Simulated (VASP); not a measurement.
Set up this calculation in VASP 6.6.1, as the native input.

```
Task                   : single point
Functional             : PBEsol
Potentials or basis    : VASP PAW PBE potentials, release 64 (Cr_pv)
Cutoff                 : 520 eV
k mesh                 : 22 × 22 × 22
Occupations            : gaussian, width 0.15 eV
Spin                   : no spin polarisation
Dipole correction      : no
Further INCAR settings : ALGO = Normal; EDIFF = 1e-06; NBANDS = 12
```

The structure of Cr lies in POSCAR:

```
Cr
1.0
    0.0000000000      1.8308000000      1.8400000000
    1.8308000000      0.0000000000      1.8400000000
    1.8308000000      1.8308000000      0.0000000000
Cr
1
Direct
    0.0000000000      0.0000000000      0.0000000000
```

This isn't the form of Cr at room conditions, which is bcc.

This cell differs from its parent crystal: strain -0.0050 x Voigt [1, 1, 0, 0, 0, 0].

The input as run:

INCAR

```
PREC = Accurate ; ENCUT = 520
EDIFF = 1E-6 ; ISMEAR = 0
SIGMA = 0.15 ; LREAL = F
LASPH = T ; NELM = 60
ALGO = Normal ; ISIF = 2
LWAVE = F ; LCHARG = F
GGA = PS ; NBANDS = 12
```

KPOINTS

```
regular mesh
0
Gamma
  22 22 22
```

Potentials or basis: VASP PAW PBE potentials, release 64 (Cr_pv).

The run is started by

```sh
$ cat potpaw_PBE.64/Cr_pv/POTCAR > POTCAR
$ mpirun -np 1 vasp_std > vasp.out
```

Results of the run:

* Pressure: -16.8 GPa
* Band gap on the k mesh: zero (bands 6 and 7 overlap by 2.74 eV)

Caveat: the cell differs from its parent crystal (strain -0.0050 x Voigt [1, 1, 0, 0, 0, 0]); the cell stands under tension; the PAW data sets were made with another functional, which shifts forces and pressure a little; the run has no spin polarisation, though such a crystal can be magnetic.

It took 62 s on 1 thread of AMD EPYC 9R45 96-Core Processor (Zen 5), with other jobs on the host, peak memory 0.19 GiB.
